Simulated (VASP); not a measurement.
Write the native input for VASP 6.6.1 that does the following.

```
Task                   : single point
Functional             : PBE
Potentials or basis    : VASP PAW PBE potentials, release 64 (Rb_sv)
Cutoff                 : 520 eV
k mesh                 : 10 × 10 × 10
Occupations            : fermi-dirac, width 0.08 eV
Spin                   : no spin polarisation
Dipole correction      : no
Further INCAR settings : ALGO = Normal; EDIFF = 1e-06; NBANDS = 10
```

The structure of Rb lies in POSCAR:

```
Rb
1.0
   -2.7247846308      2.7247846308      2.7247846308
    2.7247846308     -2.7247846308      2.7247846308
    2.7247846308      2.7247846308     -2.7247846308
Rb
1
Direct
    0.0000000000      0.0000000000      0.0000000000
```

These files were run (other wordings do the same):

INCAR

```
ALGO = Normal
EDIFF = 1E-6
ENCUT = 520
GGA = PE
ISIF = 2
ISMEAR = -1
LASPH = T
LCHARG = F
LREAL = F
LWAVE = F
NBANDS = 10
NELM = 100
PREC = Accurate
SIGMA = 0.08
```

KPOINTS

```
k-points
0
Gamma
  10 10 10
```

Potentials or basis: VASP PAW PBE potentials, release 64 (Rb_sv).

Command:

```bash
$ cat potpaw_PBE.64/Rb_sv/POTCAR > POTCAR
$ mpirun -np 1 vasp_std > vasp.out
```

It gave:

- Pressure: 0.4 GPa
- Band gap on the k mesh: zero (an odd number of electrons rules out a gap without spin polarisation)

Run time: 9.4 s on 1 thread of Intel(R) Xeon(R) 6975P-C (Granite Rapids), on a shared host, peak memory 0.21 GiB.
